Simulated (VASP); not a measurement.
Write the native input for VASP 6.6.1 that does the following.

```yaml
Task: electric field gradients
Functional: LDA
Potentials_or_basis: VASP PAW LDA potentials, release 64 (Sn_d, Te)
Cutoff: 520 eV
k_mesh: 11 × 11 × 11
Occupations: fermi-dirac, width 0.08 eV
Spin: no spin polarisation
Dipole_correction: no
Further_INCAR_settings: ALGO = Normal; EDIFF = 1e-08; NBANDS = 17
```

The structure of SnTe lies in POSCAR:

```
SnTe
1.0
    0.0000000000      3.1565000000      3.1880650000
    3.1565000000      0.0000000000      3.1880650000
    3.1565000000      3.1565000000      0.0000000000
Sn Te
1 1
Direct
    0.0000000000      0.0000000000      0.0000000000
    0.5000000000      0.5000000000      0.5000000000
```

This cell differs from its parent crystal: zz strain of +1 %.

These files were run (other wordings do the same):

INCAR

```
  PREC = Accurate
  ENCUT = 520
  EDIFF = 1E-8
  ISMEAR = -1
  SIGMA = 0.08
  LREAL = F
  LASPH = T
  NELM = 60
  ALGO = Normal
  ISIF = 2
  LWAVE = F
  LCHARG = F
  LEFG = T
  NBANDS = 17
```

KPOINTS

```
Automatic mesh
0
Gamma
  11 11 11
```

Potentials or basis: VASP PAW LDA potentials, release 64 (Sn_d, Te).

Run with:

```sh
$ cat potpaw_LDA.64/Sn_d/POTCAR potpaw_LDA.64/Te/POTCAR > POTCAR
$ mpirun -np 1 vasp_std > vasp.out
```

Results of the run:

```
Pressure                                : -2.1 GPa
Band gap on the k mesh                  : 0.41 eV
Largest electric field gradient by atom : Sn +15.0; Te +3.7 V/Å²
```

Caveat: the cell differs from its parent crystal (zz strain of +1 %); without QUAD_EFG the Cq values of the log hold for a quadrupole moment of 1 mb, not for the nuclei; spin-orbit coupling is left out, which moves the levels of the heavy elements; an odd mesh through Γ misses points on the zone boundary, where band edges can lie.

It took 57 s on 1 thread of Intel(R) Xeon(R) 6975P-C (Granite Rapids) (shared host), peak memory 0.27 GiB.
